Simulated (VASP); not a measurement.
Here is a VASP 6.6.1 calculation.

Contents of INCAR:

```
PREC = Accurate
ENCUT = 520
EDIFF = 1E-6
ISMEAR = 0
SIGMA = 0.05
LREAL = False
LASPH = True
NELM = 60
ALGO = Normal
ISIF = 2
LWAVE = False
LCHARG = True
GGA = PS
LELF = True
LVHAR = True
NBANDS = 49
```

Contents of KPOINTS:

```
regular mesh
0
Gamma
  12 12 1
```

Contents of POSCAR:

```
MoS2
1.0
    3.1407285108      0.0000000000      0.0000000000
   -1.5703642554      2.7199506767      0.0000000000
    0.0000000000      0.0000000000     28.0139064959
Mo S
3 6
Direct
    0.6666666667      0.3333333333      0.0000000000
    0.3333333333      0.6666666667      0.7541132430
    0.3333333333      0.6666666667      0.2244688230
    0.3333333333      0.6666666667      0.0556609006
    0.6666666667      0.3333333333      0.8311968859
    0.6666666667      0.3333333333      0.2800842459
    0.3333333333      0.6666666667      0.9443390994
    0.6666666667      0.3333333333      0.7199157541
    0.6666666667      0.3333333333      0.1688031141
```

Potentials or basis: VASP PAW PBE potentials, release 64 (Mo_sv, S).

Command:

```sh
$ cat potpaw_PBE.64/Mo_sv/POTCAR potpaw_PBE.64/S/POTCAR > POTCAR
$ mpirun -np 1 vasp_std > vasp.out
```

(1) Estimate the band gap on the k mesh.

(2) What does it give for the largest force?

Answers

(1) zero (bands 39 and 40 overlap by 1.69 eV).

(2) 11.134 eV/Å.

Caveat: the cell differs from its parent crystal (atom 2 (Mo) moved -0.600 Å along Cartesian [0 0 1]); there is no dipole correction, which matters where the two faces differ; the PAW data sets were made with another functional, which shifts forces and pressure a little.
